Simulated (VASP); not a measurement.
Here is a VASP 6.6.1 calculation.

The input POSCAR:

```
Li2O
1.0
    0.0000000000      2.2899440000      2.2899440000
    2.2899440000      0.0000000000      2.2899440000
    2.2899440000      2.2899440000      0.0000000000
O Li
1 2
Direct
    0.0000000000      0.0000000000      0.0000000000
    0.2500000000      0.2500000000      0.2500000000
    0.7500000000      0.7500000000      0.7500000000
```

Contents of INCAR.step1:

```
ALGO = Normal ; EDIFF = 1E-5
ENCUT = 830 ; GGA = PE
GGA_COMPAT = F ; ISMEAR = -1
LASPH = T ; LCHARG = F
LREAL = F ; LWAVE = T
NBANDS = 13 ; NELM = 120
PREC = Accurate ; SIGMA = 0.05
```

File INCAR.step2:

```
ALGO = Normal ; EDIFF = 1E-6
ENCUT = 830 ; GGA_COMPAT = F
ISIF = 2 ; ISMEAR = -1
ISTART = 1 ; LASPH = T
LCHARG = F ; LMIXTAU = T
LREAL = F ; LWAVE = F
METAGGA = R2SCAN ; NBANDS = 13
NELM = 120 ; PREC = Accurate
SIGMA = 0.05
```

File KPOINTS:

```
k-points
0
Gamma
  9 9 9
```

Potentials or basis: VASP PAW PBE potentials, release 64 (O, Li_sv).

The run is started by

```bash
$ cat potpaw_PBE.64/O/POTCAR potpaw_PBE.64/Li_sv/POTCAR > POTCAR
$ cp INCAR.step1 INCAR
$ mpirun -np 1 vasp_std > vasp.out
$ cp INCAR.step2 INCAR
$ mpirun -np 1 vasp_std > vasp.out
```

**Question.** Predict the band gap on the k mesh.

**Answer.** 5.83 eV (least direct gap 6.31 eV).

**Question.** Predict the pressure.

**Answer.** -0.2 GPa.

Caveat: the PAW data sets were made with another functional, which shifts forces and pressure a little; an odd mesh through Γ misses points on the zone boundary, where band edges can lie.
